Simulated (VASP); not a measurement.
# LaTlS2 (P4/mmm) in VASP: further runs

Aim: see how the results for LaTlS2 move with the level of theory and the settings. Levels: PBEsol, r2SCAN+rVV10. Tasks: single point, relaxation of cell and atoms.

Program: VASP 6.6.1. These are calculated values, not measurements. Logs are shortened: lines on timing, memory, paths and dates and some standing lists are left out, and cuts for length are marked.

## 1. The cell of the first run

It takes space group P4/mmm (No. 123, tetragonal). The conventional cell has a = 4.190 Å, b = 4.190 Å, c = 5.864 Å, α = 90.00°, β = 90.00°, γ = 90.00°. Tl (site symmetry 4/mmm) has 6 S at 2.93 to 2.96 Å within 3.9 Å. S (site symmetry 4/mmm) has 2 Tl at 2.93 Å and 4 La at 2.96 Å within 3.9 Å. S (site symmetry 4/mmm) has 2 La at 2.93 Å and 4 Tl at 2.96 Å within 3.9 Å. Within 3.9 Å of La (site symmetry 4/mmm) lie 6 S at 2.93 to 2.96 Å.

## 2. Single point, PBEsol

File INCAR:

```
SYSTEM = LaTlS2
PREC     = Accurate       ! precision mode
ENCUT    = 520            ! plane-wave cutoff, eV
EDIFF    = 1E-6           ! SCF threshold, eV
ISMEAR   = -1             ! smearing method
SIGMA    = 0.03           ! smearing width, eV
LREAL    = .False.        ! projectors in reciprocal space
LASPH    = .True.         ! aspherical terms in the spheres
NELM     = 100            ! most SCF steps
ALGO     = Normal         ! electronic algorithm
ISIF     = 2              ! what is computed and relaxed
LWAVE    = .False.        ! write WAVECAR
LCHARG   = .True.         ! write CHGCAR
GGA      = PS             ! functional
LELF     = .True.         ! ELF
LVHAR    = .True.       
NBANDS   = 26             ! bands
```

File KPOINTS:

```
Automatic mesh
0
Gamma
  6 6 4
  0 0 0
```

File POSCAR:

```
LaTlS2
1.0
    4.1901210885      0.0000000000      0.0000000000
    0.0000000000      4.1901210885      0.0000000000
    0.0000000000      0.0000000000      5.8636699769
Tl S La
1 2 1
Direct
    0.0000000000      0.0000000000      0.0000000000
    0.0000000000      0.0000000000      0.5000000000
    0.5000000000      0.5000000000      0.0000000000
    0.5000000000      0.5000000000      0.5000000000
```

Potentials or basis: VASP PAW PBE potentials, release 64 (Tl_d, S, La).

The run is started by

```bash
$ cat potpaw_PBE.64/Tl_d/POTCAR potpaw_PBE.64/S/POTCAR potpaw_PBE.64/La/POTCAR > POTCAR
$ mpirun -np 1 vasp_std > vasp.out
```

OUTCAR:

```text
SYSTEM = LaTlS2
   PREC = Accurate
   ENCUT = 520
   EDIFF = 1E-6
   ISMEAR = -1
   LREAL = .False.
   LASPH = .True.
   NELM = 100
   ISIF = 2
   GGA = PS

 ion  position               nearest neighbor table
   1  0.000  0.000  0.000-   2 2.93   2 2.93   3 2.96   3 2.96   3 2.96   3 2.96
   2  0.000  0.000  0.500-   1 2.93   1 2.93   4 2.96   4 2.96   4 2.96   4 2.96
   3  0.500  0.500  0.000-   4 2.93   4 2.93   1 2.96   1 2.96   1 2.96   1 2.96
   4  0.500  0.500  0.500-   3 2.93   3 2.93   2 2.96   2 2.96   2 2.96   2 2.96

  LATTYP: Found a simple tetragonal cell.
 ALAT       =     4.1901210885
 C/A-ratio  =     1.3994034666

  Lattice vectors:

 A1 = (   4.1901210885,   0.0000000000,   0.0000000000)
 A2 = (   0.0000000000,   4.1901210885,   0.0000000000)
 A3 = (   0.0000000000,   0.0000000000,   5.8636699769)

Analysis of symmetry for initial positions (statically):
=====================================================================
 Subroutine PRICEL returns:
 Original cell was already a primitive cell.

 Routine SETGRP: Setting up the symmetry group for a
 simple tetragonal supercell.

 Subroutine GETGRP returns: Found 16 space group operations
 (whereof 16 operations were pure point group operations)
 out of a pool of 16 trial point group operations.

The static configuration has the point symmetry D_4h.

Analysis of symmetry for dynamics (positions and initial velocities):
=====================================================================
 Subroutine PRICEL returns:
 Original cell was already a primitive cell.

 Routine SETGRP: Setting up the symmetry group for a
 simple tetragonal supercell.

 Subroutine GETGRP returns: Found 16 space group operations
 (whereof 16 operations were pure point group operations)
 out of a pool of 16 trial point group operations.

The dynamic configuration has the point symmetry D_4h.

 Subroutine INISYM returns: Found 16 space group operations
 (whereof 16 operations are pure point group operations),
 and found     1 'primitive' translations

----------------------------------------------------------------------------------------

                                     Primitive cell

  volume of cell :     102.9491

  direct lattice vectors                    reciprocal lattice vectors
     4.190121088  0.000000000  0.000000000     0.238656587  0.000000000  0.000000000
     0.000000000  4.190121088  0.000000000     0.000000000  0.238656587  0.000000000
     0.000000000  0.000000000  5.863669977     0.000000000  0.000000000  0.170541658

  length of vectors
     4.190121088  4.190121088  5.863669977     0.238656587  0.238656587  0.170541658

  position of ions in fractional coordinates (direct lattice)
     0.000000000  0.000000000  0.000000000
     0.000000000  0.000000000  0.500000000
     0.500000000  0.500000000  0.000000000
     0.500000000  0.500000000  0.500000000

  ion indices of the primitive-cell ions
   primitive index   ion index
                 1           1
                 2           2
                 3           3
                 4           4

----------------------------------------------------------------------------------------

 KPOINTS: Automatic mesh

Automatic generation of k-mesh.
 Grid dimensions read from file:
 generate k-points for:    6    6    4

 Generating k-lattice:

  Cartesian coordinates                     Fractional coordinates (reciprocal lattice)
     0.039776098  0.000000000  0.000000000     0.166666667  0.000000000  0.000000000
     0.000000000  0.039776098  0.000000000     0.000000000  0.166666667  0.000000000
     0.000000000  0.000000000  0.042635415     0.000000000  0.000000000  0.250000000

  Length of vectors
     0.039776098  0.039776098  0.042635415

  Shift w.r.t. Gamma in fractional coordinates (k-lattice)
     0.000000000  0.000000000  0.000000000

 Subroutine IBZKPT returns following result:
 ===========================================

 Found     30 irreducible k-points:

 Following reciprocal coordinates:
            Coordinates               Weight
  0.000000  0.000000  0.000000      1.000000
  0.166667  0.000000  0.000000      4.000000
  0.333333  0.000000  0.000000      4.000000
  0.500000  0.000000  0.000000      2.000000
  0.166667  0.166667  0.000000      4.000000
  0.333333  0.166667  0.000000      8.000000
[... 16 lines left out ...]
  0.333333  0.000000  0.500000      4.000000
  0.500000  0.000000  0.500000      2.000000
 [... further k-points ...]
   k-points           NKPTS =     30   k-points in BZ     NKDIM =     30   number of bands    NBANDS=     26
   number of dos      NEDOS =    301   number of ions     NIONS =      4
   total plane-waves  NPLWV =  49152
   dimension x,y,z NGX =    32 NGY =   32 NGZ =   48
   dimension x,y,z NGXF=    64 NGYF=   64 NGZF=   96
   ions per type =               1   2   1
   NGX,Y,Z   is equivalent  to a cutoff of  12.70, 12.70, 13.61 a.u.
   NGXF,Y,Z  is equivalent  to a cutoff of  25.39, 25.39, 27.22 a.u.
[... 63 lines left out ...]
 Fermi energy:         6.5382299783

 k-point     1 :       0.0000    0.0000    0.0000
  band No.  band energies     occupation
      1     -26.5146      2.00000
      2     -10.2886      2.00000
      3     -10.1567      2.00000
      4     -10.1567      2.00000
      5      -6.7281      2.00000
      6      -6.1811      2.00000
[... 18 lines left out ...]
     25       8.6282      0.00000
     26       8.6747      0.00000

 k-point     2 :       0.1667    0.0000    0.0000
  band No.  band energies     occupation
      1     -26.5093      2.00000
      2     -10.3287      2.00000
      3     -10.2795      2.00000
      4     -10.1409      2.00000
      5      -6.5022      2.00000
      6      -6.0797      2.00000
[... 18 lines left out ...]
     25       8.5511      0.00000
     26       8.7626      0.00000

 k-point     3 :       0.3333    0.0000    0.0000
  band No.  band energies     occupation
      1     -26.4986      2.00000
      2     -10.6272      2.00000
      3     -10.2613      2.00000
      4     -10.1089      2.00000
      5      -6.0739      2.00000
      6      -5.8570      2.00000
[... 18 lines left out ...]
     25       8.5358      0.00000
     26       8.8728      0.00000

 k-point     4 :       0.5000    0.0000    0.0000
  band No.  band energies     occupation
      1     -26.4933      2.00000
      2     -10.7600      2.00000
      3     -10.2521      2.00000
      4     -10.0927      2.00000
      5      -5.8571      2.00000
      6      -5.7352      2.00000
[... 18 lines left out ...]
     25       8.5367      0.00000
     26       8.8333      0.00000

 k-point     5 :       0.1667    0.1667    0.0000
  band No.  band energies     occupation
      1     -26.5041      2.00000
      2     -10.3532      2.00000
      3     -10.2706      2.00000
      4     -10.2325      2.00000
      5      -6.3722      2.00000
      6      -6.0158      2.00000
[... 18 lines left out ...]
     25       8.5316      0.00000
     26       8.5985      0.00000

 k-point     6 :       0.3333    0.1667    0.0000
  band No.  band energies     occupation
      1     -26.4937      2.00000
      2     -10.5746      2.00000
      3     -10.2527      2.00000
      4     -10.2130      2.00000
      5      -6.1426      2.00000
      6      -5.8867      2.00000
[... 427 lines left out ...]
 k-point    21 :       0.0000    0.0000    0.5000
  band No.  band energies     occupation
      1     -26.5140      2.00000
      2     -10.4361      2.00000
      3     -10.1559      2.00000
      4     -10.1559      2.00000
      5      -6.4944      2.00000
      6      -5.7957      2.00000
[... 18 lines left out ...]
     25       8.5670      0.00000
     26       8.8077      0.00000

 k-point    22 :       0.1667    0.0000    0.5000
  band No.  band energies     occupation
      1     -26.5087      2.00000
      2     -10.4220      2.00000
      3     -10.3244      2.00000
      4     -10.1399      2.00000
      5      -6.2635      2.00000
      6      -5.6887      2.00000
[... 18 lines left out ...]
     25       8.4417      0.00000
     26       8.7751      0.00000

 k-point    23 :       0.3333    0.0000    0.5000
  band No.  band energies     occupation
      1     -26.4980      2.00000
      2     -10.6186      2.00000
      3     -10.3938      2.00000
      4     -10.1075      2.00000
      5      -5.8283      2.00000
      6      -5.4329      2.00000
[... 18 lines left out ...]
     25       8.4279      0.00000
     26       9.0226      0.00000

 k-point    24 :       0.5000    0.0000    0.5000
  band No.  band energies     occupation
      1     -26.4927      2.00000
      2     -10.7500      2.00000
      3     -10.3796      2.00000
      4     -10.0911      2.00000
      5      -5.6161      2.00000
      6      -5.2700      2.00000
[... 18 lines left out ...]
     25       8.4274      0.00000
     26       8.9677      0.00000

 [... further k-points ...]

------------------------ aborting loop because EDIFF is reached ----------------------------------------

  FORCE on cell =-STRESS in cart. coord.  units (eV):
  Direction    XX          YY          ZZ          XY          YZ          ZX
  --------------------------------------------------------------------------------------
  -------------------------------------------------------------------------------------
  Total       -0.0249541     -0.0249541     -0.0211119      0.0000000     -0.0000000      0.0000000
  in kB       -0.3883559     -0.3883559     -0.3285605      0.0000000     -0.0000000      0.0000000
  external PRESSURE =      -0.3684241 kB  Pullay stress =       0.0000000 kB

 VOLUME and BASIS-vectors are now :
 -----------------------------------------------------------------------------
  energy-cutoff  :      520.00
  volume of cell :      102.95
      direct lattice vectors                 reciprocal lattice vectors
     4.190121088  0.000000000  0.000000000     0.238656587  0.000000000  0.000000000
     0.000000000  4.190121088  0.000000000     0.000000000  0.238656587  0.000000000
     0.000000000  0.000000000  5.863669977     0.000000000  0.000000000  0.170541658

 POSITION                                       TOTAL-FORCE (eV/Angst)
 -----------------------------------------------------------------------------------
      0.00000      0.00000      0.00000         0.000000      0.000000      0.000000
      0.00000      0.00000      2.93183         0.000000      0.000000      0.000000
      2.09506      2.09506      0.00000         0.000000      0.000000      0.000000
      2.09506      2.09506      2.93183         0.000000      0.000000      0.000000
 -----------------------------------------------------------------------------------
    total drift:                                0.000000     -0.000000     -0.000000

  FREE ENERGIE OF THE ION-ELECTRON SYSTEM (eV)
  ---------------------------------------------------
  free  energy   TOTEN  =       -22.0714683670 eV

  energy  without entropy=      -22.0657080007  energy(sigma->0) =      -22.06858818
```

Run time: 42 s. Hardware: 1 thread of Intel Xeon 6975P-C (Granite Rapids), shared host; peak memory 0.27 GiB.

Results:

```
Free energy            : -22.0715 eV
Pressure               : 0.0 GPa
Band gap on the k mesh : zero (bands 18 and 19 overlap by 1.37 eV)
```

Caveat: the PAW data sets were made with another functional, which shifts forces and pressure a little; spin-orbit coupling is left out, which moves the levels of the heavy elements.

## 3. Single point, r2SCAN+rVV10

This run uses another cell than the first one, of 26.70 Å³/atom.

File POSCAR:

```
LaTlS2
1.0
    4.2490301191      0.0000000000      0.0000000000
    0.0000000000      4.2490301191      0.0000000000
    0.0000000000      0.0000000000      5.9151135152
Tl S La
1 2 1
Direct
    0.0000000000      0.0000000000      0.0000000000
    0.0000000000      0.0000000000      0.5000000000
    0.5000000000      0.5000000000      0.0000000000
    0.5000000000      0.5000000000      0.5000000000
```

File INCAR.step1:

```
ALGO = Normal ; EDIFF = 1E-4
ENCUT = 520 ; GGA = PE
ISMEAR = -1 ; LASPH = T
LCHARG = F ; LREAL = F
LWAVE = T ; NBANDS = 26
NELM = 100 ; PREC = Accurate
SIGMA = 0.03
```

File INCAR.step2:

```
ALGO = Normal ; BPARAM = 11.95
CPARAM = 0.0093 ; EDIFF = 1E-6
ENCUT = 520 ; ISIF = 2
ISMEAR = -1 ; ISTART = 1
IVDW_NL = 2 ; LASPH = T
LCHARG = F ; LMIXTAU = T
LREAL = F ; LUSE_VDW = T
LWAVE = F ; METAGGA = R2SCAN
NBANDS = 26 ; NELM = 100
PREC = Accurate ; SIGMA = 0.03
```

File KPOINTS:

```
k-points
0
Gamma
  6 6 4
```

Potentials or basis: VASP PAW PBE potentials, release 64 (Tl_d, S, La).

The run is started by

```bash
$ cat potpaw_PBE.64/Tl_d/POTCAR potpaw_PBE.64/S/POTCAR potpaw_PBE.64/La/POTCAR > POTCAR
$ cp INCAR.step1 INCAR
$ mpirun -np 1 vasp_std > vasp.out
$ cp INCAR.step2 INCAR
$ mpirun -np 1 vasp_std > vasp.out
```

Run time: 2.8 min. Hardware: 1 thread of Intel Xeon 6975P-C (Granite Rapids), shared host; peak memory 0.47 GiB.

It converged, with:

* Free energy: -104.2692 eV
* Pressure: 0.1 GPa
* Band gap on the k mesh: zero (bands 18 and 19 overlap by 1.17 eV)

Levels at points of the mesh, in eV from the Fermi level:
```csv
k point,band 14,band 15,band 16,band 17,band 18,band 19,band 20,band 21,band 22,band 23
"(0.00, 0.00, 0.00)",-3.20,-3.20,-2.39,-2.39,-2.21,-0.54,1.63,1.81,1.94,1.94
"(0.50, 0.00, 0.00)",-4.37,-4.29,-2.32,-1.62,0.48,1.48,1.61,1.71,1.78,1.92
"(0.50, 0.50, 0.00)",-4.19,-3.87,-3.00,-3.00,-2.24,0.55,0.55,1.69,1.69,1.84
"(0.00, 0.00, 0.50)",-3.00,-3.00,-2.76,-2.76,-0.75,-0.51,1.60,1.80,1.80,1.80
"(0.50, 0.00, 0.50)",-4.21,-3.72,-2.01,-1.81,0.63,1.11,1.32,1.49,1.61,1.75
"(0.50, 0.50, 0.50)",-4.19,-3.67,-3.32,-3.32,-0.74,1.69,1.69,1.74,1.74,1.84
```

Caveat: the PAW data sets were made with another functional, which shifts forces and pressure a little; spin-orbit coupling is left out, which moves the levels of the heavy elements.

## 4. Relaxation of cell and atoms, PBEsol

This run uses another cell than the first one, of 24.12 Å³/atom.

File INCAR:

```
SYSTEM = LaTlS2
PREC = Accurate
ENCUT = 600
EDIFF = 1E-7
ISMEAR = -1
SIGMA = 0.03
LREAL = .FALSE.
LASPH = .TRUE.
NELM = 100
ALGO = Normal
ISIF = 3
LWAVE = .FALSE.
LCHARG = .FALSE.
GGA = PS
IBRION = 2
NSW = 100
EDIFFG = -0.01
```

File KPOINTS:

```
Automatic mesh
0
G
  6 6 4
  0 0 0
```

File POSCAR:

```
LaTlS2
1.0
    4.0859656234      0.0000000000      0.0000000000
    0.0000000000      4.0859656234      0.0000000000
    0.0000000000      0.0000000000      5.7784280000
Tl S La
1 2 1
Direct
    0.0000000000      0.0000000000      0.0000000000
    0.0000000000      0.0000000000      0.5000000000
    0.5000000000      0.5000000000      0.0000000000
    0.5000000000      0.5000000000      0.5000000000
```

The run is started by

```bash
$ cat potpaw_PBE.64/Tl_d/POTCAR potpaw_PBE.64/S/POTCAR potpaw_PBE.64/La/POTCAR > POTCAR
$ mpirun -np 1 vasp_std > vasp.out
```

Wall time 2.4 min (1 thread of Intel Xeon 6975P-C (Granite Rapids), shared host); peak memory 0.32 GiB.

It converged, with:

```yaml
Free_energy: -22.0715 eV
Relaxed_volume: 25.75 Å³/atom
Relaxed_cell: a = 4.191 Å, b = 4.191 Å, c = 5.866 Å, α = 90.00°, β = 90.00°, γ = 90.00°
Space_group_after_relaxing_to_0.1_Å: P4/mmm (No. 123)
Energy_gained_by_relaxing: 21.3 meV/atom
Ionic_steps: 5
Pressure_after_relaxing: 0.0 GPa
Band_gap_on_the_k_mesh: zero (bands 18 and 19 overlap by 1.37 eV)
```

Step by step:
| step | energy change (eV) | largest force (eV/Å) | pressure (GPa) | volume (Å³) |
| --- | --- | --- | --- | --- |
| 1 | 0.0000 | 0.0000 | 4.45 | 96.47 |
| 2 | -0.0679 | 0.0000 | -1.66 | 106.13 |
| 3 | -0.0845 | 0.0000 | -0.02 | 102.91 |
| 4 | -0.0845 | 0.0000 | -0.09 | 103.04 |
| 5 | -0.0851 | 0.0000 | -0.04 | 103.01 |

Final structure:
```
CELL_PARAMETERS angstrom
4.19059 0.00000 0.00000
0.00000 4.19059 0.00000
0.00000 0.00000 5.86557
ATOMIC_POSITIONS crystal
Tl 0.00000 0.00000 0.00000
S 0.00000 0.00000 0.50000
S 0.50000 0.50000 0.00000
La 0.50000 0.50000 0.50000
```

Levels at points of the mesh, in eV from the Fermi level:
```csv
k point,band 14,band 15,band 16,band 17,band 18,band 19,band 20,band 21,band 22
"(0.00, 0.00, 0.00)",-2.89,-2.89,-2.23,-2.23,-1.97,-0.62,1.67,1.84,1.97
"(0.50, 0.00, 0.00)",-4.25,-3.99,-2.07,-1.45,0.64,1.51,1.62,1.73,1.84
"(0.50, 0.50, 0.00)",-4.11,-3.69,-2.66,-2.66,-1.98,0.41,0.41,1.73,1.73
"(0.00, 0.00, 0.50)",-2.68,-2.68,-2.62,-2.62,-0.58,-0.58,1.63,1.82,1.82
"(0.50, 0.00, 0.50)",-3.90,-3.52,-1.80,-1.65,0.75,0.95,1.19,1.51,1.60
"(0.50, 0.50, 0.50)",-4.21,-3.47,-2.89,-2.89,-0.57,1.73,1.73,1.74,1.74
```

Caveat: the PAW data sets were made with another functional, which shifts forces and pressure a little; spin-orbit coupling is left out, which moves the levels of the heavy elements.

## 5. Overview

```tsv
task	level	cell	cutoff (eV)	gap on the mesh (eV)	pressure (GPa)
single point	PBEsol	a = 4.190, b = 4.190, c = 5.864 Å, 4 atoms	520	none	0.0
single point	r2SCAN+rVV10	a = 4.249, b = 4.249, c = 5.915 Å, 4 atoms	520	none	0.1
relaxation of cell and atoms	PBEsol	relaxed from a = 4.086, b = 4.086, c = 5.778 Å, 4 atoms	600	none	0.0
```

Alike in all rows: potentials or basis VASP PAW PBE potentials, release 64 (Tl_d, S, La); no spin polarisation; k mesh 6 × 6 × 4; smearing fermi-dirac 0.03 eV.

Caveats: the PAW data sets were made with another functional, which shifts forces and pressure a little; spin-orbit coupling is left out, which moves the levels of the heavy elements.

Absolute energies hang on the potentials; compare differences alone.
